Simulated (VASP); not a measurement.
The system is Mg2BeSeO2.

```
Mg Be Se O
1.0
     2.75360   -6.16238    0.00000
     2.75360    6.16238    0.00000
     0.00000    0.00000    2.76161
Mg Be Se O
2 1 1 2
Direct
  0.76683 0.23317 0.00000
  0.23317 0.76683 0.00000
  0.50000 0.50000 0.50000
  0.00000 0.00000 0.00000
  0.50000 0.00000 0.50000
  0.00000 0.50000 0.50000
```

The cell was generated, and may not be a known phase.

* Program: VASP 6.6.1
* Task: relaxation of cell and atoms
* Functional: PBE
* Potentials or basis: VASP PAW PBE potentials, release 64 (Mg, Be, Se, O)
* Cutoff: 600 eV
* k mesh: 8 × 8 × 14
* Occupations: gaussian, width 0.1 eV
* Spin: no spin polarisation

At the start: pressure 0.3 GPa; volume 15.62 Å³/atom.

Question: Where does the relaxation end?

Answer: Over 11 steps the energy falls by 9.4 meV/atom and the volume is 15.55 Å³/atom (-0.4 %); space group Cmmm (No. 65, to 0.1 Å) before and after.

Step by step:
| step | energy change (eV) | largest force (eV/Å) | pressure (GPa) | volume (Å³) |
| --- | --- | --- | --- | --- |
| 1 | 0.0000 | 0.1808 | 0.28 | 93.72 |
| 2 | -0.0385 | 0.2108 | -0.56 | 94.08 |
| 3 | -0.0394 | 0.2116 | -0.72 | 94.13 |
| 4 | -0.0455 | 0.1959 | 0.13 | 93.20 |
| 5 | -0.0461 | 0.1893 | 0.51 | 92.80 |
| 6 | -0.0515 | 0.1286 | 0.36 | 92.77 |
| 7 | -0.0553 | 0.0042 | 0.11 | 92.71 |
| 8 | -0.0554 | 0.0095 | 0.13 | 92.72 |
| 9 | -0.0557 | 0.0080 | 0.04 | 92.92 |
| 10 | -0.0561 | 0.0045 | -0.15 | 93.34 |
| 11 | -0.0562 | 0.0073 | -0.03 | 93.33 |

Final structure:
```
Mg Be Se O
1.0
     2.69331   -6.15934    0.00000
     2.69331    6.15934    0.00000
     0.00000    0.00000    2.81293
Mg Be Se O
2 1 1 2
Direct
  0.77293 0.22707 0.00000
  0.22707 0.77293 0.00000
  0.50000 0.50000 0.50000
  0.00000 0.00000 0.00000
  0.50000 0.00000 0.50000
  0.00000 0.50000 0.50000
```
